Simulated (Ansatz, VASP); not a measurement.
**One calculation of SiC, two programs**

```xyz
4
Lattice="3.0000 0.0000 0.0000 -1.5000 2.5981 0.0000 0.0000 0.0000 5.0709" Properties=species:S:1:pos:R:3 pbc="T T T"
Si    0.0000    1.7321    2.5416
Si    1.5000    0.8660    5.0771
C     0.0000    1.7321    4.4309
C     1.5000    0.8660    1.8954
```

Change from the starting cell: epitaxial_xy strain -2.5%.

Alike in both runs: task single point; functional HSE06; k mesh 6 × 6 × 4; no spin polarisation.

```csv
,VASP,Ansatz
version,VASP 6.6.1,Ansatz 0.2.0
potentials or method,"VASP PAW PBE potentials, release 64 (Si, C)","plane waves, PAW"
plane-wave cutoff (eV),520,420
occupations,"gaussian, width 0.01 eV",fixed
valence electrons in the cell,16,16
```

Ansatz gave:

* gap on the k mesh at the Fermi level (eV): 2.84
* pressure (GPa): 10.2
* traceless stress, the component that is largest in VASP (GPa): -11.62
* rms of the force components (eV/Å): 0.004

Which values does VASP return?

gap on the k mesh at the Fermi level (eV): 2.84; pressure (GPa): 9.8; traceless stress, the component that is largest in VASP (GPa): -11.64; rms of the force components (eV/Å): 0.005.

Atom by atom the forces differ by 0.002 eV/Å (rms over components). Ansatz's warnings: stress exchange threshold loose, stress scf threshold loose.
